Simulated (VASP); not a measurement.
# SrTiO3 (P4/mmm) in VASP: single point with HSE06

Aim: the single point of SrTiO3 with HSE06.

All numbers are computed with VASP 6.6.1; they aren't measurements. Logs are shortened: lines on timing, memory, paths and dates and some standing lists are left out, and cuts for length are marked.

## Step 1: The cell of the first run

It takes space group P4/mmm (No. 123, tetragonal). The conventional cell has a = 3.868 Å, b = 3.868 Å, c = 3.932 Å, α = 90.00°, β = 90.00°, γ = 90.00°. Within 3.6 Å of Sr (site symmetry 4/mmm) lie 12 O at 2.73 to 2.76 Å and 8 Ti at 3.37 Å. Ti (site symmetry 4/mmm) has 6 O at 1.93 to 1.97 Å within 2.6 Å. O (site symmetry 4/mmm) has 2 Ti at 1.97 Å within 2.6 Å. O (site symmetry mmm) has 2 Ti at 1.93 Å within 2.6 Å.

## Step 2: Single point, HSE06 (epitaxial xy strain -1.0%)

POSCAR

```
SrTiO3
1.0
    3.8677829865      0.0000000000      0.0000000000
    0.0000000000      3.8677829865      0.0000000000
    0.0000000000      0.0000000000      3.9317034817
Sr Ti O
1 1 3
Direct
    0.0000000000      0.0000000000      0.0000000000
    0.5000000000      0.5000000000      0.5000000000
    0.5000000000      0.5000000000      0.0000000000
    0.5000000000      0.0000000000      0.5000000000
    0.0000000000      0.5000000000      0.5000000000
```

INCAR.step1

```
  ALGO = Normal
  EDIFF = 1E-5
  ENCUT = 520
  GGA = PE
  ISIF = 2
  ISMEAR = 0
  KPAR = 4
  LASPH = True
  LREAL = False
  LWAVE = True
  NBANDS = 28
  NELM = 80
  PREC = Accurate
  SIGMA = 0.01
```

INCAR.step2

```
  ALGO = Normal
  EDIFF = 1E-6
  ENCUT = 520
  GGA = PE
  HFSCREEN = 0.2079
  ISIF = 2
  ISMEAR = 0
  ISTART = 1
  KPAR = 4
  LASPH = True
  LCHARG = True
  LHFCALC = True
  LREAL = False
  LVHAR = True
  LWAVE = False
  NBANDS = 28
  NELM = 80
  PREC = Accurate
  PRECFOCK = Fast
  SIGMA = 0.01
```

KPOINTS

```
k-points
0
Gamma
  4 4 4
```

Potentials or basis: VASP PAW PBE potentials, release 64 (Sr_sv, Ti_sv, O).

The run is started by

```
cat potpaw_PBE.64/Sr_sv/POTCAR potpaw_PBE.64/Ti_sv/POTCAR potpaw_PBE.64/O/POTCAR > POTCAR
cp INCAR.step1 INCAR
mpirun -np 4 vasp_std > vasp.out
cp INCAR.step2 INCAR
mpirun -np 4 vasp_std > vasp.out
```

OUTCAR:

```text
EDIFF = 1E-6
   ENCUT = 520
   GGA = PE
   HFSCREEN = 0.2079
   ISIF = 2
   ISMEAR = 0
   ISTART = 1
   LASPH = True
   LHFCALC = True
   LREAL = False
   NELM = 80
   PREC = Accurate
   PRECFOCK = Fast

 ion  position               nearest neighbor table
   1  0.000  0.000  0.000-   3 2.73   3 2.73   3 2.73   3 2.73   5 2.76   4 2.76   5 2.76   5 2.76
                             5 2.76   4 2.76   4 2.76   4 2.76   2 3.37   2 3.37   2 3.37   2 3.37
   2  0.500  0.500  0.500-   4 1.93   5 1.93   4 1.93   5 1.93   3 1.97   3 1.97   1 3.37   1 3.37
                             1 3.37   1 3.37   1 3.37   1 3.37   1 3.37   1 3.37
   3  0.500  0.500  0.000-   2 1.97   2 1.97   1 2.73   1 2.73   1 2.73   1 2.73
   4  0.500  0.000  0.500-   2 1.93   2 1.93   1 2.76   1 2.76   1 2.76   1 2.76
   5  0.000  0.500  0.500-   2 1.93   2 1.93   1 2.76   1 2.76   1 2.76   1 2.76

  LATTYP: Found a simple tetragonal cell.
 ALAT       =     3.8677829865
 C/A-ratio  =     1.0165263913

  Lattice vectors:

 A1 = (   3.8677829865,   0.0000000000,   0.0000000000)
 A2 = (   0.0000000000,   3.8677829865,   0.0000000000)
 A3 = (   0.0000000000,   0.0000000000,   3.9317034817)

Analysis of symmetry for initial positions (statically):
=====================================================================
 Subroutine PRICEL returns:
 Original cell was already a primitive cell.

 Routine SETGRP: Setting up the symmetry group for a
 simple tetragonal supercell.

 Subroutine GETGRP returns: Found 16 space group operations
 (whereof 16 operations were pure point group operations)
 out of a pool of 16 trial point group operations.

The static configuration has the point symmetry D_4h.

Analysis of symmetry for dynamics (positions and initial velocities):
=====================================================================
 Subroutine PRICEL returns:
 Original cell was already a primitive cell.

 Routine SETGRP: Setting up the symmetry group for a
 simple tetragonal supercell.

 Subroutine GETGRP returns: Found 16 space group operations
 (whereof 16 operations were pure point group operations)
 out of a pool of 16 trial point group operations.

The dynamic configuration has the point symmetry D_4h.

 Subroutine INISYM returns: Found 16 space group operations
 (whereof 16 operations are pure point group operations),
 and found     1 'primitive' translations

[... 101 lines left out ...]
   POTIM  = 0.5000    time-step for ionic-motion
   TEBEG  =    0.0;   TEEND  =   0.0 temperature during run
   PSTRESS=    0.0 pullay stress
   NELECT =      40.0000    total number of electrons
   NUPDOWN=      -1.0000    fix difference up-down
   EMIN   =  10.00;   EMAX   =-10.00  energy-range for DOS
   EFERMI =   0.00;   METHOD = LEGACY
   ISMEAR =     0;   SIGMA  =   0.01  broadening in eV -4-tet -1-fermi 0-gaus
   EFERMI_NEDOS =   21; number of points for ismear=-14 and -15
   IALGO  =     38    algorithm
   IMIX   =      1    mixing-type and parameters
     AMIX     =   0.40;   BMIX     =  1.00
     AMIX_MAG =   1.60;   BMIX_MAG =  1.00
  volume/ion in A,a.u.               =      11.76        79.38
  Fermi-wavevector in a.u.,A,eV,Ry     =   1.439660  2.720562 28.199707  2.072620
  Thomas-Fermi vector in A             =   2.558491
   LORBIT       =      0    0 simple, 1 ext, 2 COOP (PROOUT), +10 PAW based schemes
   GGA     = PE    functional components
   LHFCALC =     T    Hartree Fock is set to
   PRECFOCK=fast      Normal, Fast or Accurate (Low or Medium for compatibility)
   ENCUT4O =  -1.0   cutoff for four orbital integrals eV
   NKREDX  =     1    reduce k-point grid by
   NKREDY  =     1    reduce k-point grid by
   NKREDZ  =     1    reduce k-point grid by
   AEXX    =    0.2500 exact exchange contribution
   HFSCREEN=    0.2079 screening length (either q_TF or 0.3 A-1)
   HFSCREENC=   0.2079 screening length for correlation (either q_TF or 0.3 A-1)
   ENCUTFOCK=  -1.0 apply spherical cutoff to Coloumb kernel
   IVDW    =     0    specifies the selected vdW correction
   LEPSILON=     F    determine dielectric tensor
   LRPA    =     F    only Hartree local field effects (RPA)
 non-spin polarized calculation
 Gauss-broadening in eV      SIGMA  =   0.01
  energy-cutoff  :      520.00
  volume of cell :       58.82
 maximum number of plane-waves:      1612
 NGX is ok and might be reduce to    30
  NGX = 16; NGY = 16; NGZ = 16

 number of electron      40.0000012 magnetization

 Free energy of the ion-electron system (eV)
  ---------------------------------------------------
  ext. energy  EPLUGINS =         0.00000000
  ---------------------------------------------------
  free energy    TOTEN  =       -48.60368086 eV

  energy without entropy =      -48.60368086  energy(sigma->0) =      -48.60368086

 E-fermi :   3.3655     XC(G=0):  -9.3047

 val. band max:        3.2680147370   @ k =   0.5000   0.5000   0.5000
 cond. band min:       6.5566523987   @ k =   0.0000   0.0000   0.0000
 fundamental gap:      3.2886376617
 Fermi energy:         3.3655009578

 k-point     1 :       0.0000    0.0000    0.0000
  band No.  band energies     occupation
      1     -57.5312      2.00000
      2     -32.1302      2.00000
      3     -32.1302      2.00000
      4     -32.1107      2.00000
      5     -31.3991      2.00000
      6     -15.9294      2.00000
[... 547 lines left out ...]
     27      13.5069      0.00000
     28      13.8085      0.00000

------------------------ aborting loop because EDIFF is reached ----------------------------------------

  FORCE on cell =-STRESS in cart. coord.  units (eV):
  Direction    XX          YY          ZZ          XY          YZ          ZX
  --------------------------------------------------------------------------------------
  -------------------------------------------------------------------------------------
  Total        1.0918935      1.0918935     -0.3927219      0.0000000     -0.0000000      0.0000000
  in kB       29.7430773     29.7430773    -10.6977070      0.0000000     -0.0000000      0.0000000
  external PRESSURE =      16.2628159 kB  Pullay stress =       0.0000000 kB

 VOLUME and BASIS-vectors are now :
 -----------------------------------------------------------------------------
  energy-cutoff  :      520.00
  volume of cell :       58.82
      direct lattice vectors                 reciprocal lattice vectors
     3.867782986  0.000000000  0.000000000     0.258546047  0.000000000  0.000000000
     0.000000000  3.867782986  0.000000000     0.000000000  0.258546047  0.000000000
     0.000000000  0.000000000  3.931703482     0.000000000  0.000000000  0.254342680

 POSITION                                       TOTAL-FORCE (eV/Angst)
 -----------------------------------------------------------------------------------
      0.00000      0.00000      0.00000         0.000000      0.000000      0.000000
      1.93389      1.93389      1.96585         0.000000      0.000000      0.000000
      1.93389      1.93389      0.00000         0.000000      0.000000      0.000000
      1.93389      0.00000      1.96585         0.000000      0.000000      0.000000
      0.00000      1.93389      1.96585         0.000000      0.000000      0.000000
 -----------------------------------------------------------------------------------
    total drift:                                0.000004     -0.000000     -0.000001

  FREE ENERGIE OF THE ION-ELECTRON SYSTEM (eV)
  ---------------------------------------------------
  free  energy   TOTEN  =       -48.6036808621 eV

  energy  without entropy=      -48.6036808621  energy(sigma->0) =      -48.60368086
```

OUTCAR.step1:

```text
EDIFF = 1E-5
   ENCUT = 520
   GGA = PE
   ISIF = 2
[... 786 lines left out ...]
      1.93389      1.93389      1.96585         0.000000      0.000000      0.000000
      1.93389      1.93389      0.00000         0.000000      0.000000      0.000000
      1.93389      0.00000      1.96585         0.000000      0.000000      0.000000
      0.00000      1.93389      1.96585         0.000000      0.000000      0.000000
 -----------------------------------------------------------------------------------
    total drift:                                0.000000      0.000000     -0.000000

  FREE ENERGIE OF THE ION-ELECTRON SYSTEM (eV)
  ---------------------------------------------------
  free  energy   TOTEN  =       -40.0207721393 eV

  energy  without entropy=      -40.0207721393  energy(sigma->0) =      -40.02077214
```

OSZICAR.step1:

```text
N       E                     dE             d eps       ncg     rms          rms(c)
DAV:   1     0.431033943536E+03    0.43103E+03   -0.21315E+04  1008   0.159E+03
DAV:   2    -0.539770092286E+01   -0.43643E+03   -0.41558E+03  1152   0.442E+02
DAV:   3    -0.482180113951E+02   -0.42820E+02   -0.42496E+02  1396   0.135E+02
DAV:   4    -0.502152095969E+02   -0.19972E+01   -0.19923E+01  1480   0.248E+01
DAV:   5    -0.502683788191E+02   -0.53169E-01   -0.53152E-01  1372   0.350E+00    0.271E+01
DAV:   6    -0.400239354968E+02    0.10244E+02   -0.51436E+01  1336   0.646E+01    0.150E+01
DAV:   7    -0.400800602661E+02   -0.56125E-01   -0.71599E+00  1308   0.203E+01    0.111E+01
DAV:   8    -0.401021589045E+02   -0.22099E-01   -0.13302E+00  1216   0.126E+01    0.283E+00
DAV:   9    -0.400299670981E+02    0.72192E-01   -0.32916E-01  1260   0.571E+00    0.112E+00
DAV:  10    -0.400260141830E+02    0.39529E-02   -0.84767E-02  1256   0.205E+00    0.666E-01
DAV:  11    -0.400207731970E+02    0.52410E-02   -0.19682E-02  1536   0.135E+00    0.128E-01
DAV:  12    -0.400207436263E+02    0.29571E-04   -0.13713E-03  1220   0.348E-01    0.807E-02
DAV:  13    -0.400207735354E+02   -0.29909E-04   -0.38828E-04  1596   0.163E-01    0.469E-02
DAV:  14    -0.400207721393E+02    0.13960E-05   -0.43772E-05  1116   0.598E-02
   1 F= -.40020772E+02 E0= -.40020772E+02  d E =-.749872E-52
```

Run time: 14 min. Hardware: 4 MPI ranks of AMD EPYC 7R43 (Zen 3), shared host; peak memory 0.26 GiB.

What came out:

| Property | Result |
| --- | --- |
| Free energy | -48.6037 eV |
| Pressure | 1.6 GPa |
| Band gap on the k mesh | 3.29 eV (least direct gap 3.69 eV) |

Levels at points of the mesh, in eV from the valence-band top:
```csv
k point,band 17,band 18,band 19,band 20,band 21,band 22,band 23,band 24
"(0.00, 0.00, 0.00)",-1.29,-0.40,-0.40,-0.40,3.29,3.29,3.31,5.71
"(0.50, 0.00, 0.00)",-2.62,-2.16,-0.84,-0.81,3.49,5.52,5.52,5.77
"(0.50, 0.50, 0.00)",-1.98,-1.68,-1.68,-0.09,5.54,5.54,6.11,6.77
"(0.00, 0.00, 0.50)",-2.44,-2.13,-0.81,-0.81,3.49,5.35,5.35,5.87
"(0.50, 0.00, 0.50)",-1.98,-1.78,-1.77,-0.14,5.36,5.53,6.02,6.95
"(0.50, 0.50, 0.50)",-4.05,-0.04,-0.04,0.00,6.27,6.27,6.36,8.64
```

Caveat: the cell differs from its parent crystal (epitaxial xy strain -1.0%); the PAW data sets were made with another functional, which shifts forces and pressure a little. A k mesh can miss the band edges.
